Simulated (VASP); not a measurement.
# Ti3O in VASP: notebook

Ti3O is run at these levels: r2SCAN; tasks: single point.

Everything below comes from runs of VASP 6.6.1. Logs are shortened: lines on timing, memory, paths and dates and some standing lists are left out, and cuts for length are marked.

## (1) The cell of the first run

The cell holds a slab with vacuum, 4 atoms: a = 2.936 Å, b = 2.936 Å, c = 23.636 Å, α = 90.00°, β = 90.00°, γ = 120.00°.

## (2) Single point, r2SCAN

Input file POSCAR:

```
Ti3O
1.0
    2.9357969426      0.0000000000      0.0000000000
   -1.4678984713      2.5424747326      0.0000000000
    0.0000000000      0.0000000000     23.6361929063
Ti O
3 1
Direct
    0.3333333333      0.6666666666      0.3596179822
    0.6666666667      0.3333333334      0.4531964183
    0.3333333333      0.6666666666      0.5467425953
    0.3333333333      1.1666666667      0.5680084063
```

Input file INCAR.step1:

```
ALGO = Normal
DIPOL = 0.5 0.5 0.482
EDIFF = 1E-4
ENCUT = 520
GGA = PE
IDIPOL = 3
ISMEAR = 0
LASPH = T
LCHARG = F
LDIPOL = T
LREAL = F
LWAVE = T
NBANDS = 29
NELM = 60
PREC = Accurate
SIGMA = 0.1
```

Input file INCAR.step2:

```
ALGO = Normal
DIPOL = 0.5 0.5 0.482
EDIFF = 1E-6
ENCUT = 520
IDIPOL = 3
ISIF = 2
ISMEAR = 0
ISTART = 1
LASPH = T
LCHARG = F
LDIPOL = T
LMIXTAU = T
LREAL = F
LWAVE = F
METAGGA = R2SCAN
NBANDS = 29
NELM = 60
PREC = Accurate
SIGMA = 0.1
```

Input file KPOINTS:

```
k-points
0
Gamma
  12 12 1
```

Potentials or basis: VASP PAW PBE potentials, release 64 (Ti_sv, O).

The run is started by

```bash
$ cat potpaw_PBE.64/Ti_sv/POTCAR potpaw_PBE.64/O/POTCAR > POTCAR
$ cp INCAR.step1 INCAR
$ mpirun -np 1 vasp_std > vasp.out
$ cp INCAR.step2 INCAR
$ mpirun -np 1 vasp_std > vasp.out
```

OUTCAR:

```text
EDIFF = 1E-6
   ENCUT = 520
   ISIF = 2
   ISMEAR = 0
   ISTART = 1
   LASPH = T
   LREAL = F
   METAGGA = R2SCAN
   NELM = 60
   PREC = Accurate

 ion  position               nearest neighbor table
   1  0.333  0.667  0.360-   2 2.79   2 2.79   2 2.79
   2  0.667  0.333  0.453-   3 2.79   3 2.79   3 2.79   1 2.79   1 2.79   1 2.79
   3  0.333  0.667  0.547-   4 1.55   4 1.55   2 2.79   2 2.79   2 2.79
   4  0.333  0.167  0.568-   3 1.55   3 1.55

  LATTYP: Found a hexagonal cell.
 ALAT       =     2.9357969426
 C/A-ratio  =     8.0510312424

  Lattice vectors:

 A1 = (   2.9357969426,   0.0000000000,   0.0000000000)
 A2 = (  -1.4678984713,   2.5424747326,   0.0000000000)
 A3 = (   0.0000000000,   0.0000000000,  23.6361929063)

Analysis of symmetry for initial positions (statically):
=====================================================================
 Subroutine PRICEL returns:
 Original cell was already a primitive cell.

 Routine SETGRP: Setting up the symmetry group for a
 hexagonal supercell.

 Subroutine GETGRP returns: Found  2 space group operations
 (whereof  2 operations were pure point group operations)
 out of a pool of 24 trial point group operations.

The static configuration has the point symmetry C_1h.

Analysis of symmetry for dynamics (positions and initial velocities):
=====================================================================
 Subroutine PRICEL returns:
 Original cell was already a primitive cell.

 Routine SETGRP: Setting up the symmetry group for a
 hexagonal supercell.

 Subroutine GETGRP returns: Found  2 space group operations
 (whereof  2 operations were pure point group operations)
 out of a pool of 24 trial point group operations.

The dynamic configuration has the point symmetry C_1h.

 Subroutine INISYM returns: Found  2 space group operations
 (whereof  2 operations are pure point group operations),
 and found     1 'primitive' translations

----------------------------------------------------------------------------------------

                                     Primitive cell

  volume of cell :     176.4250

  direct lattice vectors                    reciprocal lattice vectors
     2.935796943  0.000000000  0.000000000     0.340623013  0.196658788  0.000000000
    -1.467898471  2.542474733  0.000000000     0.000000000  0.393317576  0.000000000
     0.000000000  0.000000000 23.636192906     0.000000000  0.000000000  0.042307998

  length of vectors
     2.935796943  2.935796943 23.636192906     0.393317576  0.393317576  0.042307998
[... 85 lines left out ...]
   EDIFF  = 0.1E-05   stopping-criterion for ELM
   LREAL  =      F    real-space projection
[... 7 lines left out ...]
   TEBEG  =    0.0;   TEEND  =   0.0 temperature during run
   PSTRESS=    0.0 pullay stress
   NELECT =      42.0000    total number of electrons
   NUPDOWN=      -1.0000    fix difference up-down
   EMIN   =  10.00;   EMAX   =-10.00  energy-range for DOS
   EFERMI =   0.00;   METHOD = LEGACY
   ISMEAR =     0;   SIGMA  =   0.10  broadening in eV -4-tet -1-fermi 0-gaus
   EFERMI_NEDOS =   21; number of points for ismear=-14 and -15
   IALGO  =     38    algorithm
   IMIX   =      4    mixing-type and parameters
     AMIX     =   0.40;   BMIX     =  1.00
     AMIX_MAG =   1.60;   BMIX_MAG =  1.00
  volume/ion in A,a.u.               =      44.11       297.64
  Fermi-wavevector in a.u.,A,eV,Ry     =   1.014623  1.917359 14.006640  1.029459
  Thomas-Fermi vector in A             =   2.147861
   LORBIT       =      0    0 simple, 1 ext, 2 COOP (PROOUT), +10 PAW based schemes
   METAGGA = R2SCAN    functional components
   LHFCALC =     F    Hartree Fock is set to
   AEXX    =    0.0000 exact exchange contribution
   IVDW    =     0    specifies the selected vdW correction
   LEPSILON=     F    determine dielectric tensor
   LRPA    =     F    only Hartree local field effects (RPA)
 non-spin polarized calculation
 Gauss-broadening in eV      SIGMA  =   0.10
  energy-cutoff  :      520.00
  volume of cell :      176.43
 maximum number of plane-waves:      4833
 NGX is ok and might be reduce to    24
   NGX = 11   NGY = 11   NGZ = 87

 number of electron      41.9999992 magnetization

 dipolmoment           0.000000      0.000000     -0.102938 electrons x Angstroem

 Free energy of the ion-electron system (eV)
  ---------------------------------------------------
  ext. energy  EPLUGINS =         0.00000000
  ---------------------------------------------------
  free energy    TOTEN  =       -43.86808242 eV

  energy without entropy =      -43.83954655  energy(sigma->0) =      -43.85381449

 E-fermi :   0.6034     XC(G=0):  -4.5228

 val. band max:        0.5975332439   @ k =   0.5000   0.4167   0.0000
 cond. band min:       0.6074206562   @ k =  -0.2500  -0.4167   0.0000
 fundamental gap:      0.0098874123
 Fermi energy:         0.6034490037

 k-point     1 :       0.0000    0.0000    0.0000
  band No.  band energies     occupation
      1     -59.1300      2.00000
      2     -58.6786      2.00000
      3     -58.3491      2.00000
      4     -35.4007      2.00000
      5     -34.3869      2.00000
      6     -34.0404      2.00000
[... 757 lines left out ...]
     28       3.5009      0.00000
     29       3.9612      0.00000

 [... further k-points ...]

------------------------ aborting loop because EDIFF is reached ----------------------------------------

 vacuum level on the upper side and lower side of the slab       (xc-potential included)        -1.233         1.205

  FORCE on cell =-STRESS in cart. coord.  units (eV):
  Direction    XX          YY          ZZ          XY          YZ          ZX
  --------------------------------------------------------------------------------------
  -------------------------------------------------------------------------------------
  Total       11.8255382     31.1461442      9.3989698    -16.7321356     -0.1691255     -0.2929437
  in kB      107.3918476    282.8490259     85.3553308   -151.9503737     -1.5358882     -2.6603239
  external PRESSURE =     158.5320681 kB  Pullay stress =       0.0000000 kB

 VOLUME and BASIS-vectors are now :
 -----------------------------------------------------------------------------
  energy-cutoff  :      520.00
  volume of cell :      176.43
      direct lattice vectors                 reciprocal lattice vectors
     2.935796943  0.000000000  0.000000000     0.340623013  0.196658788  0.000000000
    -1.467898471  2.542474733  0.000000000     0.000000000  0.393317576  0.000000000
     0.000000000  0.000000000 23.636192906     0.000000000  0.000000000  0.042307998

 POSITION                                       TOTAL-FORCE (eV/Angst)
 -----------------------------------------------------------------------------------
     -0.00000      1.69498      8.50000         0.050265      0.029021      0.263741
      1.46790      0.84749     10.71184         0.052782      0.030473     -1.990859
     -0.00000      1.69498     12.92291        -0.194578     -0.112340    -10.637709
      0.73395      0.42375     13.42556         0.091531      0.052846     12.364828
 -----------------------------------------------------------------------------------
    total drift:                                0.000057      0.000033      0.000252

  FREE ENERGIE OF THE ION-ELECTRON SYSTEM (eV)
  ---------------------------------------------------
  free  energy   TOTEN  =       -43.8680824213 eV

  energy  without entropy=      -43.8395465514  energy(sigma->0) =      -43.85381449

 vacuum level on the upper side and lower side of the slab         2.826         5.319
```

OUTCAR.step1:

```text
EDIFF = 1E-4
   ENCUT = 520
   GGA = PE
   ISMEAR = 0
   LASPH = T
   LREAL = F
   NELM = 60
[... 1003 lines left out ...]
     -0.00000      1.69498     12.92291        -0.166331     -0.096031    -10.355804
      0.73395      0.42375     13.42556         0.055190      0.031864     12.040290
 -----------------------------------------------------------------------------------
    total drift:                               -0.000086     -0.000050      0.001486

  FREE ENERGIE OF THE ION-ELECTRON SYSTEM (eV)
  ---------------------------------------------------
  free  energy   TOTEN  =       -27.3957265648 eV

  energy  without entropy=      -27.3665185449  energy(sigma->0) =      -27.38112255

 vacuum level on the upper side and lower side of the slab         2.990         5.105
```

OSZICAR.step1:

```text
N       E                     dE             d eps       ncg     rms          rms(c)
DAV:   1     0.527404609842E+03    0.52740E+03   -0.22822E+04  2886   0.141E+03
DAV:   2     0.482495993175E+02   -0.47916E+03   -0.46789E+03  2786   0.447E+02
DAV:   3    -0.245658602233E+02   -0.72815E+02   -0.71810E+02  4361   0.154E+02
[... 15 lines left out ...]
DAV:  19    -0.273949791271E+02   -0.26731E-03   -0.14797E-03  2982   0.236E-01    0.357E-02
DAV:  20    -0.273953354501E+02   -0.35632E-03   -0.48982E-04  2796   0.107E-01    0.355E-02
DAV:  21    -0.273955712815E+02   -0.23583E-03   -0.12364E-04  2040   0.935E-02    0.248E-02
DAV:  22    -0.273956882668E+02   -0.11699E-03   -0.16816E-04  1768   0.679E-02    0.182E-02
DAV:  23    -0.273957265648E+02   -0.38298E-04   -0.29721E-05  1555   0.511E-02
   1 F= -.27395727E+02 E0= -.27381123E+02  d E =-.292080E-01
```

Run time: 14 min. Hardware: 1 thread of Intel Xeon 6975P-C (Granite Rapids), shared host; peak memory 0.47 GiB.

What came out:

```
Free energy            : -43.8681 eV
Largest force          : 12.365 eV/Å
Band gap on the k mesh : zero (band 21 reaches 0.80 eV, above the bottom of band 22 at 0.47 eV)
```

Forces in eV/Å, atoms in the order of the input:
```
Ti    0.050   0.029   0.264
Ti    0.053   0.030  -1.991
Ti   -0.195  -0.112 -10.638
O     0.092   0.053  12.365
```

Caveat: the PAW data sets were made with another functional, which shifts forces and pressure a little.

## (3) Single point, r2SCAN

Changes to POSCAR since step 2:

```diff
@@ -11,2 +11,2 @@
     0.3333333333      0.6666666666      0.5467425953
-    0.3333333333      1.1666666667      0.5680084063
+    0.3333333333      1.1666666667      0.6758938010
```

Input file INCAR.step1:

```
SYSTEM = Ti3O
PREC = Accurate
ENCUT = 520
ISMEAR = 0
SIGMA = 0.1
LREAL = .FALSE.
LASPH = .TRUE.
NELM = 60
LDIPOL = .TRUE.
IDIPOL = 3
DIPOL = 0.5 0.5 0.509
NBANDS = 29
GGA = PE
ALGO = Normal
EDIFF = 1E-4
LWAVE = .TRUE.
LCHARG = .FALSE.
```

Input file INCAR.step2:

```
SYSTEM = Ti3O
PREC = Accurate
ENCUT = 520
EDIFF = 1E-6
ISMEAR = 0
SIGMA = 0.1
LREAL = .FALSE.
LASPH = .TRUE.
NELM = 60
ALGO = Normal
ISIF = 2
LWAVE = .FALSE.
LCHARG = .TRUE.
LDIPOL = .TRUE.
IDIPOL = 3
DIPOL = 0.5 0.5 0.509
METAGGA = R2SCAN
LMIXTAU = .TRUE.
LELF = .TRUE.
LVHAR = .TRUE.
LVACPOTAV = .TRUE.
NBANDS = 29
ISTART = 1
```

Input file KPOINTS:

```
regular mesh
0
G
  12 12 1
  0 0 0
```

Potentials or basis: VASP PAW PBE potentials, release 64 (Ti_sv, O).

The run is started by

```bash
$ cat potpaw_PBE.64/Ti_sv/POTCAR potpaw_PBE.64/O/POTCAR > POTCAR
$ cp INCAR.step1 INCAR
$ mpirun -np 1 vasp_std > vasp.out
$ cp INCAR.step2 INCAR
$ mpirun -np 1 vasp_std > vasp.out
```

OUTCAR:

```text
SYSTEM = Ti3O
   PREC = Accurate
   ENCUT = 520
   EDIFF = 1E-6
   ISMEAR = 0
   LREAL = .FALSE.
   LASPH = .TRUE.
   NELM = 60
   ISIF = 2
   METAGGA = R2SCAN
   ISTART = 1

 ion  position               nearest neighbor table
   1  0.333  0.667  0.360-   2 2.79   2 2.79   2 2.79
   2  0.667  0.333  0.453-   3 2.79   3 2.79   3 2.79   1 2.79   1 2.79   1 2.79
   3  0.333  0.667  0.547-   2 2.79   2 2.79   2 2.79
   4  0.333  0.167  0.676-

  LATTYP: Found a hexagonal cell.
 ALAT       =     2.9357969426
 C/A-ratio  =     8.0510312424

  Lattice vectors:

 A1 = (   2.9357969426,   0.0000000000,   0.0000000000)
 A2 = (  -1.4678984713,   2.5424747326,   0.0000000000)
 A3 = (   0.0000000000,   0.0000000000,  23.6361929063)

Analysis of symmetry for initial positions (statically):
=====================================================================
 Subroutine PRICEL returns:
 Original cell was already a primitive cell.

 Routine SETGRP: Setting up the symmetry group for a
 hexagonal supercell.

 Subroutine GETGRP returns: Found  2 space group operations
[... 173 lines left out ...]

 E-fermi :  -2.1164     XC(G=0):  -5.1068

 val. band max:       -2.1206554479   @ k =   0.3333   0.0833   0.0000
 cond. band min:      -2.0895438196   @ k =   0.0833   0.0833   0.0000
 fundamental gap:      0.0311116283
 Fermi energy:        -2.1164138128

 k-point     1 :       0.0000    0.0000    0.0000
  band No.  band energies     occupation
      1     -61.6637      2.00000
      2     -61.3728      2.00000
      3     -61.0484      2.00000
      4     -37.0513      2.00000
      5     -36.7364      2.00000
      6     -36.5640      2.00000
[... 757 lines left out ...]
     28       0.5171      0.00000
     29       0.6622      0.00000

 [... further k-points ...]

------------------------ aborting loop because EDIFF is reached ----------------------------------------

  FORCE on cell =-STRESS in cart. coord.  units (eV):
  Direction    XX          YY          ZZ          XY          YZ          ZX
  --------------------------------------------------------------------------------------
  -------------------------------------------------------------------------------------
  Total       -1.9522897     -2.0421040     -5.4211479      0.0777815     -0.0305439     -0.0529264
  in kB      -17.7294251    -18.5450606    -49.2313397      0.7063611     -0.2773800     -0.4806434
  external PRESSURE =     -28.5019418 kB  Pullay stress =       0.0000000 kB

 VOLUME and BASIS-vectors are now :
 -----------------------------------------------------------------------------
  energy-cutoff  :      520.00
  volume of cell :      176.43
      direct lattice vectors                 reciprocal lattice vectors
     2.935796943  0.000000000  0.000000000     0.340623013  0.196658788  0.000000000
    -1.467898471  2.542474733  0.000000000     0.000000000  0.393317576  0.000000000
     0.000000000  0.000000000 23.636192906     0.000000000  0.000000000  0.042307998

 POSITION                                       TOTAL-FORCE (eV/Angst)
 -----------------------------------------------------------------------------------
     -0.00000      1.69498      8.50000         0.001587      0.000916      0.122813
      1.46790      0.84749     10.71184         0.003478      0.002008     -0.356851
     -0.00000      1.69498     12.92291         0.007461      0.004308      2.088931
      0.73395      0.42375     15.97556        -0.012525     -0.007232     -1.854893
 -----------------------------------------------------------------------------------
    total drift:                               -0.000012     -0.000007      0.000597

  FREE ENERGIE OF THE ION-ELECTRON SYSTEM (eV)
  ---------------------------------------------------
  free  energy   TOTEN  =       -39.7065111226 eV

  energy  without entropy=      -39.6702726270  energy(sigma->0) =      -39.68839187

 vacuum level on the upper side and lower side of the slab         7.512         2.625
```

OUTCAR.step1:

```text
SYSTEM = Ti3O
   PREC = Accurate
   ENCUT = 520
   ISMEAR = 0
   LREAL = .FALSE.
   LASPH = .TRUE.
   NELM = 60
   GGA = PE
[... 1003 lines left out ...]
     -0.00000      1.69498     12.92291        -0.000654     -0.000378      1.907711
      0.73395      0.42375     15.97556        -0.006560     -0.003788     -1.664482
 -----------------------------------------------------------------------------------
    total drift:                               -0.000175     -0.000101     -0.029869

  FREE ENERGIE OF THE ION-ELECTRON SYSTEM (eV)
  ---------------------------------------------------
  free  energy   TOTEN  =       -24.0099325800 eV

  energy  without entropy=      -23.9706824647  energy(sigma->0) =      -23.99030752

 vacuum level on the upper side and lower side of the slab         6.745         2.041
```

It took 17 min on 1 thread of Intel Xeon 6975P-C (Granite Rapids), shared host; peak memory 0.47 GiB.

What came out:

```
Free energy            : -39.7065 eV
Largest force          : 2.089 eV/Å
Band gap on the k mesh : zero (band 21 reaches -1.56 eV, above the bottom of band 22 at -2.50 eV)
```

Forces in eV/Å, atoms in the order of the input:
```
Ti   0.002  0.001  0.123
Ti   0.003  0.002 -0.357
Ti   0.007  0.004  2.089
O   -0.013 -0.007 -1.855
```

Caveat: the PAW data sets were made with another functional, which shifts forces and pressure a little.

## (4) Single point, r2SCAN

Changes to POSCAR since step 3:

```diff
@@ -11,2 +11,2 @@
     0.3333333333      0.6666666666      0.5467425953
-    0.3333333333      1.1666666667      0.6758938010
+    0.3333333333      1.1666666667      0.7182017989
```

Input file INCAR.step1:

```
PREC = Accurate
ENCUT = 520
ISMEAR = 0
SIGMA = 0.1
LREAL = F
LASPH = T
NELM = 100
LDIPOL = T
IDIPOL = 3
DIPOL = 0.5 0.5 0.519
NBANDS = 29
GGA = PE
ALGO = Normal
EDIFF = 1E-4
LWAVE = T
LCHARG = F
```

Input file INCAR.step2:

```
PREC = Accurate
ENCUT = 520
EDIFF = 1E-6
ISMEAR = 0
SIGMA = 0.1
LREAL = F
LASPH = T
NELM = 100
ALGO = Normal
ISIF = 2
LWAVE = F
LCHARG = T
LDIPOL = T
IDIPOL = 3
DIPOL = 0.5 0.5 0.519
METAGGA = R2SCAN
LMIXTAU = T
LELF = T
LVHAR = T
LVACPOTAV = T
NBANDS = 29
ISTART = 1
```

Input file KPOINTS:

```
Automatic mesh
0
Gamma
  12 12 1
```

The run is started by

```bash
$ cat potpaw_PBE.64/Ti_sv/POTCAR potpaw_PBE.64/O/POTCAR > POTCAR
$ cp INCAR.step1 INCAR
$ mpirun -np 1 vasp_std > vasp.out
$ cp INCAR.step2 INCAR
$ mpirun -np 1 vasp_std > vasp.out
```

Run time: 18 min. Hardware: 1 thread of Intel Xeon 6975P-C (Granite Rapids), shared host; peak memory 0.46 GiB.

The run converged. Its results:

```
Free energy            : -38.6534 eV
Largest force          : 0.616 eV/Å
Band gap on the k mesh : zero (band 21 reaches -1.50 eV, above the bottom of band 22 at -2.36 eV)
```

Forces on the atoms (eV/Å):
```
Ti   0.000  0.000  0.051
Ti   0.000  0.000 -0.159
Ti   0.003  0.002  0.616
O   -0.002 -0.001 -0.508
```

Levels at points of the mesh, in eV from the Fermi level:
| k point | band 18 | band 19 | band 20 | band 21 | band 22 | band 23 | band 24 | band 25 |
| --- | --- | --- | --- | --- | --- | --- | --- | --- |
| (0.00, 0.00, 0.00) | -0.06 | 0.46 | 0.57 | 0.58 | 0.71 | 0.72 | 0.82 | 0.82 |
| (0.50, 0.00, 0.00) | -1.30 | -1.09 | -0.11 | 0.11 | 0.18 | 0.73 | 0.83 | 1.30 |
| (0.00, 0.50, 0.00) | -1.30 | -1.09 | -0.14 | 0.13 | 0.18 | 0.74 | 0.83 | 1.30 |

Caveat: the PAW data sets were made with another functional, which shifts forces and pressure a little.
